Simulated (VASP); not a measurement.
# Mg3TiN3 in VASP: notebook, part 2 of 2

VASP 6.6.1. The steps go on from the part before.

## 5. Relaxation of cell and atoms, PBE

Contents of INCAR:

```
  PREC = Accurate
  ENCUT = 600
  EDIFF = 1E-6
  ISMEAR = 0
  SIGMA = 0.1
  LREAL = F
  LASPH = T
  NELM = 80
  ALGO = Normal
  ISIF = 3
  LWAVE = F
  LCHARG = F
  GGA = PE
  IBRION = 2
  NSW = 100
  EDIFFG = -0.01
```

Contents of KPOINTS:

```
Automatic mesh
0
Gamma
  6 6 6
```

Contents of POSCAR:

```
Mg3TiN3
1.0
    3.0584571295      1.7658010470      2.5031091055
   -3.0584571295      1.7658010470      2.5031091055
    0.0000000000     -3.5316020940      2.5031091055
Mg Ti N
3 1 3
Direct
    0.5015254679      0.9968584204      0.5015254679
    0.9968584204      0.5015254679      0.5015254679
    0.5015254679      0.5015254679      0.9968584204
    0.0234833994      0.0234833994      0.0234833994
    0.9963984913      0.4838850727      0.9963984913
    0.4838850727      0.9963984913      0.9963984913
    0.9963984913      0.9963984913      0.4838850727
```

Potentials or basis: VASP PAW PBE potentials, release 64 (Mg, Ti_sv, N).

The run is started by

```
$ cat potpaw_PBE.64/Mg/POTCAR potpaw_PBE.64/Ti_sv/POTCAR potpaw_PBE.64/N/POTCAR > POTCAR
$ mpirun -np 1 vasp_std > vasp.out
```

OUTCAR:

```text
PREC = Accurate
   ENCUT = 600
   EDIFF = 1E-6
   ISMEAR = 0
   LREAL = F
   LASPH = T
   NELM = 80
   ISIF = 3
   GGA = PE
   IBRION = 2
   NSW = 100
   EDIFFG = -0.01

 ion  position               nearest neighbor table
   1  0.502  0.997  0.502-   6 2.14   7 2.14   6 2.19   7 2.19   4 2.93   3 3.03   2 3.03   2 3.06
                             2 3.06   3 3.06   3 3.06   4 3.06   4 3.06   3 3.09   2 3.09   4 3.20
   2  0.997  0.502  0.502-   5 2.14   7 2.14   5 2.19   7 2.19   4 2.93   3 3.03   1 3.03   1 3.06
                             1 3.06   3 3.06   3 3.06   4 3.06   4 3.06   3 3.09   1 3.09   4 3.20
   3  0.502  0.502  0.997-   5 2.14   6 2.14   6 2.19   5 2.19   4 2.93   2 3.03   1 3.03   2 3.06
                             1 3.06   2 3.06   1 3.06   4 3.06   4 3.06   1 3.09   2 3.09   4 3.20
   4  0.023  0.023  0.023-   7 2.00   6 2.00   5 2.00   7 2.34   5 2.34   6 2.34   3 2.93   2 2.93
                             1 2.93   1 3.06   2 3.06   2 3.06   1 3.06   3 3.06   3 3.06   3 3.20
   5  0.996  0.484  0.996-   4 2.00   2 2.14   3 2.14   2 2.19   3 2.19   4 2.34
   6  0.484  0.996  0.996-   4 2.00   1 2.14   3 2.14   1 2.19   3 2.19   4 2.34
   7  0.996  0.996  0.484-   4 2.00   2 2.14   1 2.14   2 2.19   1 2.19   4 2.34

  LATTYP: Found a trigonal (rhomboedric) cell.
 ALAT       =     4.3287144217
 COS(alpha) =     0.0015716129

  Lattice vectors:

 A1 = (   3.0584571295,   1.7658010470,   2.5031091055)
[... 193 lines left out ...]
  FORCE on cell =-STRESS in cart. coord.  units (eV):
  Direction    XX          YY          ZZ          XY          YZ          ZX
  --------------------------------------------------------------------------------------
  -------------------------------------------------------------------------------------
  Total       -0.2282015     -0.2282015     -0.2312426      0.0000000      0.0000000      0.0000000
  in kB       -4.5076886     -4.5076886     -4.5677585      0.0000000      0.0000000      0.0000000
  external PRESSURE =      -4.5277119 kB  Pullay stress =       0.0000000 kB
[... 192 lines left out ...]
--------------------------------------- Ionic step        6  -------------------------------------------

 number of electron      32.9999994 magnetization

 Free energy of the ion-electron system (eV)
  ---------------------------------------------------
  ext. energy  EPLUGINS =         0.00000000
  ---------------------------------------------------
  free energy    TOTEN  =       -43.48216890 eV

  energy without entropy =      -43.47429179  energy(sigma->0) =      -43.47823034

 E-fermi :   5.8798     XC(G=0): -10.8199

 val. band max:        5.8267630613   @ k =  -0.3333   0.3333   0.1667
 cond. band min:       5.8993792967   @ k =   0.3333   0.1667   0.1667
 fundamental gap:      0.0726162354
 Fermi energy:         5.8798095352

 k-point     1 :       0.0000    0.0000    0.0000
  band No.  band energies     occupation
      1     -51.8432      2.00000
      2     -28.0977      2.00000
      3     -28.0753      2.00000
      4     -28.0753      2.00000
      5      -9.2616      2.00000
      6      -7.6199      2.00000
[... 541 lines left out ...]
     19       7.8073      0.00000
     20       8.0651      0.00000

 [... further k-points ...]
[... 5 lines left out ...]
  --------------------------------------------------------------------------------------
  -------------------------------------------------------------------------------------
  Total        0.0034307      0.0034307      0.0014149      0.0000000      0.0000000     -0.0000000
  in kB        0.0680883      0.0680883      0.0280815      0.0000000      0.0000000     -0.0000000
  external PRESSURE =       0.0547527 kB  Pullay stress =       0.0000000 kB
[... 22 lines left out ...]
  FREE ENERGIE OF THE ION-ELECTRON SYSTEM (eV)
  ---------------------------------------------------
  free  energy   TOTEN  =       -43.4821688967 eV

  energy  without entropy=      -43.4742917922  energy(sigma->0) =      -43.47823034

 reached required accuracy - stopping structural energy minimisation
```

OSZICAR:

```text
N       E                     dE             d eps       ncg     rms          rms(c)
DAV:   1     0.321316747247E+03    0.32132E+03   -0.15814E+04  1280   0.179E+03
DAV:   2    -0.731704606505E+01   -0.32863E+03   -0.31811E+03  1524   0.447E+02
[... 49 lines left out ...]
       N       E                     dE             d eps       ncg     rms          rms(c)
DAV:   1    -0.434821605649E+02   -0.81159E-05   -0.68623E-03  1404   0.117E+00    0.389E-02
DAV:   2    -0.434821785022E+02   -0.17937E-04   -0.59962E-04  1472   0.230E-01    0.232E-02
DAV:   3    -0.434821702437E+02    0.82585E-05   -0.64843E-05  1716   0.744E-02    0.116E-02
DAV:   4    -0.434821685131E+02    0.17306E-05   -0.12084E-05  1704   0.336E-02    0.354E-03
DAV:   5    -0.434821688967E+02   -0.38362E-06   -0.26958E-06  1024   0.113E-02
   6 F= -.43482169E+02 E0= -.43478230E+02  d E =-.160647E-04
```

CONTCAR:

```text
Mg3TiN3
   1.00000000000000
     3.0539206707656370    1.7631819213286450    2.4986810923089551
    -3.0539206707656370    1.7631819213286450    2.4986810923089551
     0.0000000000000000   -3.5263638426572901    2.4986810923089551
  Mg              Ti              N
     3     1     3
Direct
     0.5014414358079613    0.9967361256553576    0.5014414358079613
     0.9967361256553576    0.5014414358079613    0.5014414358079613
     0.5014414358079613    0.5014414358079613    0.9967361256553576
     0.0225639151789200    0.0225639151789200    0.0225639151789200
     0.9965143078389544    0.4848632827718938    0.9965143078389544
     0.4848632827718938    0.9965143078389544    0.9965143078389544
     0.9965143078389544    0.9965143078389544    0.4848632827718938

  0.00000000E+00  0.00000000E+00  0.00000000E+00
  0.00000000E+00  0.00000000E+00  0.00000000E+00
  0.00000000E+00  0.00000000E+00  0.00000000E+00
  0.00000000E+00  0.00000000E+00  0.00000000E+00
  0.00000000E+00  0.00000000E+00  0.00000000E+00
  0.00000000E+00  0.00000000E+00  0.00000000E+00
  0.00000000E+00  0.00000000E+00  0.00000000E+00
```

It took 3.3 min on 1 thread of Intel Xeon 6975P-C, shared host; peak memory 0.26 GiB.

What came out:

```yaml
Free_energy: -43.4822 eV
Relaxed_volume: 11.53 Å³/atom
Relaxed_cell: a = 4.322 Å, b = 4.322 Å, c = 4.322 Å, α = 89.92°, β = 89.92°, γ = 89.92°
Space_group_after_relaxing_to_0.05_Å: R3m (No. 160)
Energy_gained_by_relaxing: 0.1 meV/atom
Ionic_steps: 6
Pressure_after_relaxing: 0.0 GPa
```

The path:
| step | energy change (eV) | largest force (eV/Å) | pressure (GPa) | volume (Å³) |
| --- | --- | --- | --- | --- |
| 1 | 0.0000 | 0.0267 | -0.45 | 81.11 |
| 2 | -0.0004 | 0.0537 | 0.22 | 80.73 |
| 3 | -0.0004 | 0.0471 | 0.06 | 80.82 |
| 4 | -0.0006 | 0.0273 | 0.02 | 80.79 |
| 5 | -0.0007 | 0.0113 | -0.02 | 80.75 |
| 6 | -0.0007 | 0.0018 | 0.01 | 80.73 |

Final structure:
```xyz
7
Lattice="3.0539 1.7632 2.4987 -3.0539 1.7632 2.4987 0.0000 -3.5264 2.4987" Properties=species:S:1:pos:R:3 pbc="T T T"
Mg   -1.5126    0.8733    4.9964
Mg    1.5126    0.8733    4.9964
Mg    0.0000   -1.7466    4.9964
Ti    0.0000    0.0000    0.1691
N     1.5625   -0.9021    6.1915
N    -1.5625   -0.9021    6.1915
N     0.0000    1.8043    6.1915
```

## 6. Summary

| task | level | cell | cutoff (eV) | smearing | gap on the mesh (eV) | pressure (GPa) | largest force (eV/Å) |
| --- | --- | --- | --- | --- | --- | --- | --- |
| single point | PBE | a = 4.328 Å, angles 89.9°, 7 atoms | 520 | gaussian 0.1 eV | none | -0.3 | 0.03 |
| single point | r2SCAN | a = 4.328 Å, angles 89.9°, 7 atoms | 520 | gaussian 0.1 eV | none | -3.4 | 0.04 |
| single point | PBE | a = 4.329, b = 4.330, c = 4.326 Å, angles 90.1, 90.1, 89.9°, 7 atoms | 520 | gaussian 0.2 eV | none | -0.2 | 0.03 |
| relaxation of cell and atoms | PBE | relaxed from a = 4.329 Å, angles 89.9°, 7 atoms | 600 | gaussian 0.1 eV | none | 0.0 | - |

Alike in all rows: potentials or basis VASP PAW PBE potentials, release 64 (Mg, Ti_sv, N); no spin polarisation; k mesh 6 × 6 × 6.

Caveats: the PAW data sets were made with another functional, which shifts forces and pressure a little (some runs).

Total energies depend on the potentials used, so only differences within one code and one set of settings carry meaning.
